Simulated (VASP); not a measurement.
CeO2, 3 atoms in the cell. Symmetry: Fm-3m, No. 225, cubic system. The conventional cell has a = 5.464 Å, b = 5.464 Å, c = 5.464 Å, α = 90.00°, β = 90.00°, γ = 90.00°. Within 3.1 Å of Ce (site symmetry m-3m) lie 8 O at 2.37 Å. O (site symmetry -43m) has 4 Ce at 2.37 Å and 6 O at 2.73 Å within 3.1 Å. 

```yaml
Program: VASP 6.6.1
Task: relaxation of cell and atoms
Functional: LDA
Potentials_or_basis: VASP PAW LDA potentials, release 64 (Ce, O)
Cutoff: 600 eV
k_mesh: 8 × 8 × 8
Occupations: fermi-dirac, width 0.02 eV
Spin: no spin polarisation
Dipole_correction: no
Further_INCAR_settings: ALGO = Normal; EDIFF = 1e-07; IBRION = 2; EDIFFG = -0.005; NSW = 80; ISIF = 3
```

Potentials or basis: VASP PAW LDA potentials, release 64 (Ce, O).

The run is started by

```bash
$ cat potpaw_LDA.64/Ce/POTCAR potpaw_LDA.64/O/POTCAR > POTCAR
$ mpirun -np 1 vasp_std > vasp.out
```

Hardware: 1 thread of Intel(R) Xeon(R) 6975P-C (Granite Rapids), on a shared host.

Problem. Estimate the wall time of this run.

Solution. Run time: 65 s on 1 thread of Intel(R) Xeon(R) 6975P-C (Granite Rapids) (shared host), peak memory 0.19 GiB. Counts: scf iterations 96, k points 29, ion steps 4.
